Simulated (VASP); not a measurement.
# WSe (F-43m) in VASP: a series of runs

WSe is run at these levels: PBE+U; tasks: single point.

Program: VASP 6.6.1. These are calculated values, not measurements. Logs are shortened: lines on timing, memory, paths and dates and some standing lists are left out, and cuts for length are marked.

## Step 1: The cell of the first run

Symmetry: F-43m, No. 216, cubic system. Conventional cell: a = 6.247 Å, b = 6.247 Å, c = 6.247 Å, α = 90.00°, β = 90.00°, γ = 90.00°. Within 3.6 Å of W (site symmetry -43m) lie 4 Se at 2.70 Å. Within 3.6 Å of Se (site symmetry -43m) lie 4 W at 2.70 Å.

## Step 2: Single point, PBE+U, collinear spin

The input, INCAR:

```
SYSTEM = WSe
  ALGO = Normal
  EDIFF = 1E-6
  ENCUT = 520
  GGA = PE
  ISIF = 2
  ISMEAR = 0
  ISPIN = 2
  LASPH = .TRUE.
  LCHARG = .TRUE.
  LDAU = .TRUE.
  LDAUJ = 0 0
  LDAUL = 2 -1
  LDAUPRINT = 1
  LDAUTYPE = 2
  LDAUU = 6.2 0
  LELF = .TRUE.
  LMAXMIX = 4
  LORBIT = 11
  LREAL = .FALSE.
  LVHAR = .TRUE.
  LWAVE = .FALSE.
  MAGMOM = 2.5 0
  NBANDS = 21
  NELM = 150
  PREC = Accurate
  SIGMA = 0.1
```

The input, KPOINTS:

```
k-points
0
G
  12 12 12
  0 0 0
```

The input, POSCAR:

```
WSe
1.0
    0.0000000000      3.1233880268      3.1233880268
    3.1233880268      0.0000000000      3.1233880268
    3.1233880268      3.1233880268      0.0000000000
W Se
1 1
Direct
    0.0000000000      0.0000000000      0.0000000000
    0.2500000000      0.2500000000      0.2500000000
```

Potentials or basis: VASP PAW PBE potentials, release 64 (W_sv, Se).

Command:

```sh
cat potpaw_PBE.64/W_sv/POTCAR potpaw_PBE.64/Se/POTCAR > POTCAR
mpirun -np 1 vasp_std > vasp.out
```

OUTCAR:

```text
SYSTEM = WSe
   EDIFF = 1E-6
   ENCUT = 520
   GGA = PE
   ISIF = 2
   ISMEAR = 0
   ISPIN = 2
   LASPH = .TRUE.
   LORBIT = 11
   LREAL = .FALSE.
   NELM = 150
   PREC = Accurate

 ion  position               nearest neighbor table
   1  0.000  0.000  0.000-   2 2.70   2 2.70   2 2.70   2 2.70
   2  0.250  0.250  0.250-   1 2.70   1 2.70   1 2.70   1 2.70

  LATTYP: Found a face centered cubic cell.
 ALAT       =     6.2467760536

  Lattice vectors:

 A1 = (   0.0000000000,   3.1233880268,   3.1233880268)
 A2 = (   3.1233880268,   0.0000000000,   3.1233880268)
 A3 = (   3.1233880268,   3.1233880268,   0.0000000000)

Analysis of symmetry for initial positions (statically):
=====================================================================
 Subroutine PRICEL returns:
 Original cell was already a primitive cell.

 Routine SETGRP: Setting up the symmetry group for a
 face centered cubic supercell.

 Subroutine GETGRP returns: Found 24 space group operations
 (whereof 24 operations were pure point group operations)
 out of a pool of 48 trial point group operations.

The static configuration has the point symmetry T_d .

Analysis of symmetry for dynamics (positions and initial velocities):
=====================================================================
 Subroutine PRICEL returns:
 Original cell was already a primitive cell.

 Routine SETGRP: Setting up the symmetry group for a
 face centered cubic supercell.

 Subroutine GETGRP returns: Found 24 space group operations
 (whereof 24 operations were pure point group operations)
 out of a pool of 48 trial point group operations.

The dynamic configuration has the point symmetry T_d .

Analysis of structural, dynamic, and magnetic symmetry:
=====================================================================
 Subroutine PRICEL returns:
 Original cell was already a primitive cell.

[... 173 lines left out ...]
  o =  0.0117  v =  0.0000  0.0000  0.0000  0.0000  0.0000  0.0000  0.0000  0.0462 -0.0000 -0.9989      0.0000  0.0000  0.0000  0.0000  0.0000  0.0000  0.0000  0.0000  0.0000  0.0000
  o =  0.0445  v =  0.0000  0.0000  0.0000  0.0000  0.0000  0.0000  0.5229  0.0000 -0.8524  0.0000      0.0000  0.0000  0.0000  0.0000  0.0000  0.0000  0.0000  0.0000  0.0000  0.0000
  o =  0.0445  v =  0.0000  0.0000  0.0000  0.0000  0.0000  0.0000 -0.8524  0.0000 -0.5229 -0.0000      0.0000  0.0000  0.0000  0.0000  0.0000  0.0000  0.0000  0.0000  0.0000  0.0000
  o =  0.0445  v =  0.0000  0.0000  0.0000  0.0000  0.0000  1.0000  0.0000  0.0000  0.0000  0.0000      0.0000  0.0000  0.0000  0.0000  0.0000  0.0000  0.0000  0.0000  0.0000  0.0000
  o =  0.5950  v =  0.0000  0.1252  0.0000 -0.9921 -0.0000  0.0000  0.0000  0.0000  0.0000  0.0000      0.0000  0.0000  0.0000  0.0000  0.0000  0.0000  0.0000  0.0000  0.0000  0.0000
  o =  0.5950  v =  1.0000  0.0000  0.0000  0.0000  0.0000  0.0000  0.0000  0.0000  0.0000  0.0000      0.0000  0.0000  0.0000  0.0000  0.0000  0.0000  0.0000  0.0000  0.0000  0.0000
  o =  0.5950  v =  0.0000 -0.9921  0.0000 -0.1252  0.0000  0.0000  0.0000  0.0000  0.0000  0.0000      0.0000  0.0000  0.0000  0.0000  0.0000  0.0000  0.0000  0.0000  0.0000  0.0000
  o =  0.7485  v =  0.0000  0.0000 -0.9756 -0.0000 -0.2196  0.0000  0.0000  0.0000  0.0000  0.0000      0.0000  0.0000  0.0000  0.0000  0.0000  0.0000  0.0000  0.0000  0.0000  0.0000
  o =  0.7485  v =  0.0000 -0.0000  0.2196  0.0000 -0.9756  0.0000  0.0000  0.0000  0.0000  0.0000      0.0000  0.0000  0.0000  0.0000  0.0000  0.0000  0.0000  0.0000  0.0000  0.0000

 number of electron      20.0000000 magnetization       4.0004842

 Free energy of the ion-electron system (eV)
  ---------------------------------------------------
  ext. energy  EPLUGINS =         0.00000000
  ---------------------------------------------------
  free energy    TOTEN  =        -8.94864434 eV

  energy without entropy =       -8.94240349  energy(sigma->0) =       -8.94552391

 E-fermi :   3.9682     XC(G=0):  -8.9039

 val. band max:        3.9678714038   @ k =  -0.4167   0.2500   0.0000
 cond. band min:       4.0034864695   @ k =   0.4167   0.3333   0.0833
 fundamental gap:      0.0356150657
 Fermi energy:         3.9681761471

 spin component 1

 k-point     1 :       0.0000    0.0000    0.0000
  band No.  band energies     occupation
      1     -70.8031      1.00000
      2     -35.2919      1.00000
      3     -35.2919      1.00000
      4     -35.2919      1.00000
      5     -10.2329      1.00000
      6      -0.9193      1.00000
[... 1145 lines left out ...]
     20      15.8646      0.00000
     21      17.5098      0.00000

 [... further k-points ...]

------------------------ aborting loop because EDIFF is reached ----------------------------------------

  FORCE on cell =-STRESS in cart. coord.  units (eV):
  Direction    XX          YY          ZZ          XY          YZ          ZX
  --------------------------------------------------------------------------------------
  -------------------------------------------------------------------------------------
  Total       -0.6433292     -0.6433292     -0.6433292      0.0000000      0.0000000      0.0000000
  in kB      -16.9135982    -16.9135982    -16.9135982      0.0000000      0.0000000      0.0000000
  external PRESSURE =     -16.9135982 kB  Pullay stress =       0.0000000 kB

 VOLUME and BASIS-vectors are now :
 -----------------------------------------------------------------------------
  energy-cutoff  :      520.00
  volume of cell :       60.94
      direct lattice vectors                 reciprocal lattice vectors
     0.000000000  3.123388027  3.123388027    -0.160082576  0.160082576  0.160082576
     3.123388027  0.000000000  3.123388027     0.160082576 -0.160082576  0.160082576
     3.123388027  3.123388027  0.000000000     0.160082576  0.160082576 -0.160082576

 POSITION                                       TOTAL-FORCE (eV/Angst)
 -----------------------------------------------------------------------------------
      0.00000      0.00000      0.00000         0.000000      0.000000      0.000000
      1.56169      1.56169      1.56169        -0.000000     -0.000000     -0.000000
 -----------------------------------------------------------------------------------
    total drift:                                0.000000      0.000000      0.000000

  FREE ENERGIE OF THE ION-ELECTRON SYSTEM (eV)
  ---------------------------------------------------
  free  energy   TOTEN  =        -8.9486443372 eV

  energy  without entropy=       -8.9424034854  energy(sigma->0) =       -8.94552391

 total charge

# of ion       s       p       d       tot
------------------------------------------
    1        2.288   6.094   3.399  11.780
    2        1.453   2.341   0.045   3.838
--------------------------------------------------
tot          3.741   8.434   3.444  15.619

 magnetization (x)

# of ion       s       p       d       tot
------------------------------------------
    1        0.108   0.042   3.092   3.242
    2        0.009  -0.252   0.041  -0.202
--------------------------------------------------
tot          0.117  -0.209   3.132   3.040
```

stdout:

```text
POSCAR found type information on POSCAR W Se
 POSCAR found :  2 types and       2 ions
 scaLAPACK will be used
 LDA part: xc-table for (Slater+PW92), standard interpolation
 POSCAR, INCAR and KPOINTS ok, starting setup
 FFT: planning ... GRIDC
 FFT: planning ... GRID_SOFT
 FFT: planning ... GRID
 WAVECAR not read
 entering main loop
```

Wall time 84 s (1 thread of Intel Xeon 6975P-C (Granite Rapids), shared host); peak memory 0.34 GiB.

Results:

```yaml
Free_energy: -8.9486 eV
Pressure: -1.7 GPa
Band_gap_on_the_k_mesh: zero (filled and empty bands overlap)
Net_moment: 4.00 μB per cell
Site_moments: W +3.24; Se -0.20 μB
Valence_electrons_inside_the_program's_atomic_spheres: W 11.78; Se 3.84
```

Eigenvalues of the final occupation matrices:
```tsv
site	spin	trace	eigenvalues
site 1 d	1	3.28	0.59 0.59 0.59 0.75 0.75
site 1 d	2	0.16	0.01 0.01 0.04 0.04 0.04
```

Caveat: spin-orbit coupling is left out, which moves the levels of the heavy elements.

## Step 3: Single point, PBE+U, collinear spin

This run uses another cell than the first one, of 31.69 Å³/atom.

The input, INCAR:

```
SYSTEM = WSe
  PREC = Accurate
  ENCUT = 520
  EDIFF = 1E-7
  ISMEAR = 0
  SIGMA = 0.1
  LREAL = .FALSE.
  LASPH = .TRUE.
  NELM = 150
  ALGO = Normal
  ISIF = 2
  LWAVE = .FALSE.
  LCHARG = .TRUE.
  ISPIN = 2
  MAGMOM = 1 0
  LORBIT = 11
  LMAXMIX = 4
  LDAU = .TRUE.
  LDAUTYPE = 2
  LDAUL = 2 -1
  LDAUU = 6.2 0
  LDAUJ = 0 0
  LDAUPRINT = 1
  GGA = PE
  LELF = .TRUE.
  LVHAR = .TRUE.
  NBANDS = 21
```

The input, KPOINTS:

```
regular mesh
0
G
  12 12 12
  0 0 0
```

The input, POSCAR:

```
WSe
1.0
    0.0000000000      3.1644899511      3.1644899511
    3.1644899511      0.0000000000      3.1644899511
    3.1644899511      3.1644899511      0.0000000000
W Se
1 1
Direct
    0.0000000000      0.0000000000      0.0000000000
    0.2500000000      0.2500000000      0.2500000000
```

Potentials or basis: VASP PAW PBE potentials, release 64 (W_sv, Se).

Command:

```sh
cat potpaw_PBE.64/W_sv/POTCAR potpaw_PBE.64/Se/POTCAR > POTCAR
mpirun -np 1 vasp_std > vasp.out
```

Run time: 2 min. Hardware: 1 thread of Intel Xeon 6975P-C (Granite Rapids), shared host; peak memory 0.34 GiB.

It converged, with:

- Free energy: -8.9094 eV
- Pressure: -3.5 GPa
- Band gap on the k mesh: zero (filled and empty bands overlap)
- Net moment: 4.00 μB per cell
- Site moments: W +3.26; Se -0.21 μB
- Valence electrons inside the program's atomic spheres: W 11.76; Se 3.82

Levels at points of the mesh, in eV from the Fermi level:
Spin up:
```csv
k point,band 10,band 11,band 12,band 13,band 14,band 15
"(0.00, 0.00, 0.00)",-2.59,-1.34,1.91,1.91,1.91,5.13
"(0.50, 0.00, 0.00)",-2.26,-1.53,0.43,0.43,1.18,5.48
"(0.50, 0.50, 0.00)",-2.21,-2.14,-0.74,-0.74,3.22,3.78
```
Spin down:
```csv
k point,band 4,band 5,band 6,band 7,band 8,band 9,band 10,band 11,band 12,band 13
"(0.00, 0.00, 0.00)",-37.17,-14.04,-3.43,-3.43,-3.43,0.14,3.09,3.09,5.41,5.41
"(0.50, 0.00, 0.00)",-37.17,-13.70,-4.93,-3.37,-3.37,1.94,3.16,3.16,3.32,4.12
"(0.50, 0.50, 0.00)",-37.17,-13.58,-5.02,-3.43,-3.43,0.99,1.81,3.82,3.82,4.17
```

Eigenvalues of the final occupation matrices:
```tsv
site	spin	trace	eigenvalues
site 1 d	1	3.29	0.59 0.59 0.59 0.75 0.75
site 1 d	2	0.14	0.01 0.01 0.04 0.04 0.04
```

Caveat: the cell stands under tension; spin-orbit coupling is left out, which moves the levels of the heavy elements.

The gap in the log of VASP goes by the Fermi energy; the results here count the filled bands.